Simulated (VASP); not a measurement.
# In3GaSbN (P4/mmm) in VASP: notebook, part 2 of 2

VASP 6.6.1. The steps go on from the part before.

## Step 3: Single point, PBE

This run uses another cell than the first one, of 27.99 Å³/atom.

Contents of INCAR:

```
SYSTEM = In3GaSbN
  ALGO = Normal
  EDIFF = 1E-6
  ENCUT = 520
  GGA = PE
  ISIF = 2
  ISMEAR = 0
  LASPH = .TRUE.
  LCHARG = .FALSE.
  LREAL = .FALSE.
  LWAVE = .FALSE.
  NBANDS = 40
  NELM = 60
  PREC = Accurate
  SIGMA = 0.1
```

Contents of KPOINTS:

```
k-points
0
G
  6 6 8
  0 0 0
```

Contents of POSCAR:

```
In3GaSbN
1.0
    5.9475050874      0.0000000000      0.0000000000
    0.0000000000      5.9475050874      0.0000000000
    0.0000000000      0.0000000000      4.7469430328
In Ga Sb N
3 1 1 1
Direct
    0.5000000000      0.0000000000      0.5000000000
    0.0000000000      0.5000000000      0.5000000000
    0.0000000000      0.0000000000      0.0000000000
    0.0000000000      0.0000000000      0.5000000000
    0.5000000000      0.5000000000      0.5000000000
    0.5000000000      0.5000000000      0.0000000000
```

Potentials or basis: VASP PAW PBE potentials, release 64 (In_d, Ga_d, Sb, N).

Started as:

```console
cat potpaw_PBE.64/In_d/POTCAR potpaw_PBE.64/Ga_d/POTCAR potpaw_PBE.64/Sb/POTCAR potpaw_PBE.64/N/POTCAR > POTCAR
mpirun -np 1 vasp_std > vasp.out
```

OUTCAR:

```text
SYSTEM = In3GaSbN
   EDIFF = 1E-6
   ENCUT = 520
   GGA = PE
   ISIF = 2
   ISMEAR = 0
   LASPH = .TRUE.
   LREAL = .FALSE.
   NELM = 60
   PREC = Accurate

 ion  position               nearest neighbor table
   1  0.500  0.000  0.500-   4 2.97   5 2.97   5 2.97   4 2.97   3 3.80   3 3.80   3 3.80   3 3.80

   2  0.000  0.500  0.500-   4 2.97   5 2.97   4 2.97   5 2.97   3 3.80   3 3.80   3 3.80   3 3.80

   3  0.000  0.000  0.000-   4 2.37   4 2.37   1 3.80   1 3.80   2 3.80   2 3.80   2 3.80   2 3.80
                             1 3.80   1 3.80
   4  0.000  0.000  0.500-   3 2.37   3 2.37   1 2.97   2 2.97   2 2.97   1 2.97
   5  0.500  0.500  0.500-   6 2.37   6 2.37   1 2.97   2 2.97   1 2.97   2 2.97
   6  0.500  0.500  0.000-   5 2.37   5 2.37

  LATTYP: Found a simple tetragonal cell.
 ALAT       =     5.9475050874
 C/A-ratio  =     0.7981402223

  Lattice vectors:

 A1 = (   5.9475050874,   0.0000000000,   0.0000000000)
 A2 = (   0.0000000000,   5.9475050874,   0.0000000000)
 A3 = (   0.0000000000,   0.0000000000,   4.7469430328)

Analysis of symmetry for initial positions (statically):
=====================================================================
 Subroutine PRICEL returns:
 Original cell was already a primitive cell.

 Routine SETGRP: Setting up the symmetry group for a
 simple tetragonal supercell.

 Subroutine GETGRP returns: Found 16 space group operations
 (whereof 16 operations were pure point group operations)
 out of a pool of 16 trial point group operations.

The static configuration has the point symmetry D_4h.

Analysis of symmetry for dynamics (positions and initial velocities):
=====================================================================
 Subroutine PRICEL returns:
 Original cell was already a primitive cell.

 Routine SETGRP: Setting up the symmetry group for a
 simple tetragonal supercell.

 Subroutine GETGRP returns: Found 16 space group operations
 (whereof 16 operations were pure point group operations)
 out of a pool of 16 trial point group operations.

The dynamic configuration has the point symmetry D_4h.

 Subroutine INISYM returns: Found 16 space group operations
 (whereof 16 operations are pure point group operations),
 and found     1 'primitive' translations

----------------------------------------------------------------------------------------

                                     Primitive cell

  volume of cell :     167.9127

  direct lattice vectors                    reciprocal lattice vectors
     5.947505087  0.000000000  0.000000000     0.168137729  0.000000000  0.000000000
     0.000000000  5.947505087  0.000000000     0.000000000  0.168137729  0.000000000
     0.000000000  0.000000000  4.746943033     0.000000000  0.000000000  0.210661892

  length of vectors
     5.947505087  5.947505087  4.746943033     0.168137729  0.168137729  0.210661892

  position of ions in fractional coordinates (direct lattice)
     0.500000000  0.000000000  0.500000000
     0.000000000  0.500000000  0.500000000
     0.000000000  0.000000000  0.000000000
     0.000000000  0.000000000  0.500000000
     0.500000000  0.500000000  0.500000000
     0.500000000  0.500000000  0.000000000

  ion indices of the primitive-cell ions
   primitive index   ion index
                 1           1
                 2           2
                 3           3
                 4           4
                 5           5
[... 34 lines left out ...]
  0.166667  0.166667  0.000000      4.000000
  0.333333  0.166667  0.000000      8.000000
[... 16 lines left out ...]
  0.333333  0.000000  0.250000      8.000000
  0.500000  0.000000  0.250000      4.000000
 [... further k-points ...]
   k-points           NKPTS =     50   k-points in BZ     NKDIM =     50   number of bands    NBANDS=     40
   number of dos      NEDOS =    301   number of ions     NIONS =      6
   total plane-waves  NPLWV =  82944
   dimension x,y,z NGX =    48 NGY =   48 NGZ =   36
   dimension x,y,z NGXF=    96 NGYF=   96 NGZF=   72
   ions per type =               3   1   1   1
   NGX,Y,Z   is equivalent  to a cutoff of  13.42, 13.42, 12.61 a.u.
   NGXF,Y,Z  is equivalent  to a cutoff of  26.83, 26.83, 25.22 a.u.
 SYSTEM =  In3GaSbN
   PREC   = accura    normal or accurate (medium, high low for compatibility)
   ISTART =      0    job   : 0-new  1-cont  2-samecut
   ICHARG =      2    charge: 1-file 2-atom 10-const
   ISPIN  =      1    spin polarized calculation?
   LNONCOLLINEAR =      F non collinear calculations
   LSORBIT =      F    spin-orbit coupling
   LASPH  =      T    aspherical Exc in radial PAW
   ENCUT  =  520.0 eV  38.22 Ry    6.18 a.u.  11.06 11.06  8.83*2*pi/ulx,y,z
   NELM   =     60;   NELMIN=  2; NELMDL= -5     # of ELM steps
   EDIFF  = 0.1E-05   stopping-criterion for ELM
   LREAL  =      F    real-space projection
   EDIFFG = 0.1E-04   stopping-criterion for IOM
   NSW    =      0    number of steps for IOM
   IBRION =     -1    ionic relax: 0-MD 1-quasi-New 2-CG
   NFREE  =      0    steps in history (QN), initial steepest desc. (CG)
   ISIF   =      2    stress and relaxation
   ISYM   =      2    0-nonsym 1-usesym 2-fastsym
   POTIM  = 0.5000    time-step for ionic-motion
   TEBEG  =    0.0;   TEEND  =   0.0 temperature during run
   PSTRESS=    0.0 pullay stress
   NELECT =      62.0000    total number of electrons
   NUPDOWN=      -1.0000    fix difference up-down
   EMIN   =  10.00;   EMAX   =-10.00  energy-range for DOS
   EFERMI =   0.00;   METHOD = LEGACY
   ISMEAR =     0;   SIGMA  =   0.10  broadening in eV -4-tet -1-fermi 0-gaus
   EFERMI_NEDOS =   21; number of points for ismear=-14 and -15
   IALGO  =     38    algorithm
   IMIX   =      4    mixing-type and parameters
     AMIX     =   0.40;   BMIX     =  1.00
     AMIX_MAG =   1.60;   BMIX_MAG =  1.00
  volume/ion in A,a.u.               =      27.99       188.86
  Fermi-wavevector in a.u.,A,eV,Ry     =   1.174476  2.219438 18.767795  1.379394
  Thomas-Fermi vector in A             =   2.310872
   LORBIT       =      0    0 simple, 1 ext, 2 COOP (PROOUT), +10 PAW based schemes
   GGA     = PE    functional components
   LHFCALC =     F    Hartree Fock is set to
   AEXX    =    0.0000 exact exchange contribution
   IVDW    =     0    specifies the selected vdW correction
   LEPSILON=     F    determine dielectric tensor
   LRPA    =     F    only Hartree local field effects (RPA)
 non-spin polarized calculation
 Gauss-broadening in eV      SIGMA  =   0.10
  energy-cutoff  :      520.00
  volume of cell :      167.91
 maximum number of plane-waves:      4560
 NGX is ok and might be reduce to    48
   NGX = 23   NGY = 23   NGZ = 17

 number of electron      62.0000001 magnetization

 Free energy of the ion-electron system (eV)
  ---------------------------------------------------
  ext. energy  EPLUGINS =         0.00000000
  ---------------------------------------------------
  free energy    TOTEN  =       -18.00572267 eV

  energy without entropy =      -17.98161408  energy(sigma->0) =      -17.99366837

 E-fermi :   4.6165     XC(G=0):  -9.0845

 val. band max:        4.6149288069   @ k =   0.3333   0.1667   0.1250
 cond. band min:       4.6268229606   @ k =   0.5000   0.0000   0.0000
 fundamental gap:      0.0118941537
 Fermi energy:         4.6165287809

 k-point     1 :       0.0000    0.0000    0.0000
  band No.  band energies     occupation
      1     -11.5711      2.00000
      2     -10.9019      2.00000
      3     -10.9019      2.00000
      4     -10.6082      2.00000
      5     -10.5246      2.00000
      6     -10.3205      2.00000
[... 1021 lines left out ...]
     39       9.3658      0.00000
     40       9.5651      0.00000

 [... further k-points ...]

------------------------ aborting loop because EDIFF is reached ----------------------------------------

  FORCE on cell =-STRESS in cart. coord.  units (eV):
  Direction    XX          YY          ZZ          XY          YZ          ZX
  --------------------------------------------------------------------------------------
  -------------------------------------------------------------------------------------
  Total       -0.0127267     -0.0127267     -0.0028947      0.0000000      0.0000000     -0.0000000
  in kB       -0.1214343     -0.1214343     -0.0276207      0.0000000      0.0000000     -0.0000000
  external PRESSURE =      -0.0901631 kB  Pullay stress =       0.0000000 kB

 VOLUME and BASIS-vectors are now :
 -----------------------------------------------------------------------------
  energy-cutoff  :      520.00
  volume of cell :      167.91
      direct lattice vectors                 reciprocal lattice vectors
     5.947505087  0.000000000  0.000000000     0.168137729  0.000000000  0.000000000
     0.000000000  5.947505087  0.000000000     0.000000000  0.168137729  0.000000000
     0.000000000  0.000000000  4.746943033     0.000000000  0.000000000  0.210661892

 POSITION                                       TOTAL-FORCE (eV/Angst)
 -----------------------------------------------------------------------------------
      2.97375      0.00000      2.37347         0.000000      0.000000      0.000000
      0.00000      2.97375      2.37347         0.000000      0.000000      0.000000
      0.00000      0.00000      0.00000         0.000000      0.000000      0.000000
      0.00000      0.00000      2.37347         0.000000      0.000000      0.000000
      2.97375      2.97375      2.37347         0.000000      0.000000      0.000000
      2.97375      2.97375      0.00000         0.000000      0.000000      0.000000
 -----------------------------------------------------------------------------------
    total drift:                                0.000000      0.000000     -0.000000

  FREE ENERGIE OF THE ION-ELECTRON SYSTEM (eV)
  ---------------------------------------------------
  free  energy   TOTEN  =       -18.0057226655 eV

  energy  without entropy=      -17.9816140773  energy(sigma->0) =      -17.99366837
```

Run time: 2.9 min. Hardware: 1 thread of Intel Xeon 6975P-C (Granite Rapids), shared host; peak memory 0.48 GiB.

What came out:

```yaml
Free_energy: -18.0057 eV
Pressure: 0.0 GPa
Band_gap_on_the_k_mesh: zero (bands 31 and 32 overlap by 1.33 eV)
```

Caveat: spin-orbit coupling is left out, which moves the levels of the heavy elements.
